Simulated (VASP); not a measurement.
Write the native input for VASP 6.6.1 that does the following.

- Task: single point
- Functional: RPBE
- Potentials or basis: VASP PAW PBE potentials, release 64 (Si)
- Cutoff: 520 eV
- k mesh: 9 × 9 × 9
- Occupations: fermi-dirac, width 0.05 eV
- Spin: no spin polarisation
- Dipole correction: no
- Further INCAR settings: ALGO = Normal; EDIFF = 1e-06; NBANDS = 11

The structure of Si lies in POSCAR:

```
Si
1.0
    0.0000000000      2.7516002707      2.7516002707
    2.7516002707      0.0000000000      2.7516002707
    2.7516002707      2.7516002707      0.0000000000
Si
2
Direct
    0.5000000000      0.5000000000      0.5000000000
    0.7500000000      0.7500000000      0.7500000000
```

These files were run (other wordings do the same):

INCAR

```
PREC = Accurate ; ENCUT = 520
EDIFF = 1E-6 ; ISMEAR = -1
SIGMA = 0.05 ; LREAL = F
LASPH = T ; NELM = 80
ALGO = Normal ; ISIF = 2
LWAVE = F ; LCHARG = F
GGA = RP ; NBANDS = 11
```

KPOINTS

```
regular mesh
0
Gamma
  9 9 9
```

Potentials or basis: VASP PAW PBE potentials, release 64 (Si).

Command:

```sh
$ cat potpaw_PBE.64/Si/POTCAR > POTCAR
$ mpirun -np 1 vasp_std > vasp.out
```

Results of the run:

```yaml
Pressure: -0.3 GPa
Band_gap_on_the_k_mesh: 0.72 eV, indirect (least direct gap 2.55 eV)
```

Caveat: the PAW data sets were made with another functional, which shifts forces and pressure a little.

It took 24 s on 1 thread of Intel(R) Xeon(R) Platinum 8375C CPU @ 2.90GHz (Ice Lake), with other jobs on the host, peak memory 0.16 GiB.
